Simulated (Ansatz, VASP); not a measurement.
# Si2Mo in VASP and in Ansatz

```xyz
3
Lattice="-1.5447 1.6233 3.9305 1.6233 -1.5447 3.9305 1.5767 1.5767 -3.8985" Properties=species:S:1:pos:R:3 pbc="T T T"
Si    0.0262    0.0262    2.6177
Si    0.0524    0.0524    5.2433
Mo    0.0000    0.0000    0.0000
```

Change from the starting cell: equal xy, yz and zx shear strains of +2 %.

Alike in both runs: task single point; functional PBEsol; k mesh 12 × 12 × 16; occupations fermi-dirac, width 0.03 eV; no spin polarisation.

|  | VASP | Ansatz |
| --- | --- | --- |
| version | VASP 6.6.1 | Ansatz 0.2.0 |
| potentials or method | VASP PAW PBE potentials, release 64 (Si, Mo_sv), cutoff 520 eV | all-electron LAPW, scalar-relativistic |

|  | VASP | Ansatz | Ansatz less VASP |
| --- | --- | --- | --- |
| pressure (GPa) | -2.1 | -2.4 | -0.33 |
| traceless stress, the component that is largest in VASP (GPa) | -3.87 | -3.87 | +0.006 |
| rms of the force components (eV/Å) | 0.149 | 0.151 | +0.0018 |

VASP's potentials were made for PBE, not for PBEsol. Atom by atom the forces differ by 0.002 eV/Å (rms over components). Ansatz ran all-electron here, and VASP with PAW potentials.
